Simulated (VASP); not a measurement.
The system is Ru.

```
Ru
1.0
     2.60065    0.00000    0.00000
    -1.30032    2.25223    0.00000
     0.00000    0.00000    2.44461
Ru
1
Direct
  0.00000 0.00000 0.00000
```

This isn't the form of Ru at room conditions, which is hcp.

```yaml
Program: VASP 6.6.1
Task: relaxation of cell and atoms
Functional: PBE
Potentials_or_basis: VASP PAW PBE potentials, release 64 (Ru_pv)
Cutoff: 600 eV
k_mesh: 17 × 17 × 15
Occupations: fermi-dirac, width 0.05 eV
Spin: no spin polarisation
```

At the start: pressure 13.7 GPa; volume 14.32 Å³/atom.

**Question.** How do energy, volume and symmetry change on relaxing?

**Answer.** Over 9 steps the energy falls by 31.3 meV/atom and the volume is 15.04 Å³/atom (+5.0 %); space group P6/mmm (No. 191, to 0.1 Å) before and after.

The path:
| step | energy change (eV) | largest force (eV/Å) | pressure (GPa) | volume (Å³) |
| --- | --- | --- | --- | --- |
| 1 | 0.0000 | 0.0000 | 13.66 | 14.32 |
| 2 | 0.1243 | 0.0000 | -22.52 | 17.00 |
| 3 | -0.0302 | 0.0000 | -0.77 | 15.08 |
| 4 | -0.0303 | 0.0000 | -0.22 | 15.05 |
| 5 | -0.0303 | 0.0000 | 0.02 | 15.03 |
| 6 | -0.0312 | 0.0000 | 0.27 | 15.02 |
| 7 | -0.0313 | 0.0000 | 0.41 | 15.01 |
| 8 | -0.0312 | 0.0000 | -0.80 | 15.09 |
| 9 | -0.0313 | 0.0000 | -0.01 | 15.04 |

Final structure:
```yaml
crystal:
  lattice:
    - [2.66084, 0.00000, 0.00000]
    - [-1.33042, 2.30436, 0.00000]
    - [0.00000, 0.00000, 2.45251]
  atoms:
    - { symbol: Ru, position: [0.00000, 0.00000, 0.00000] }
```
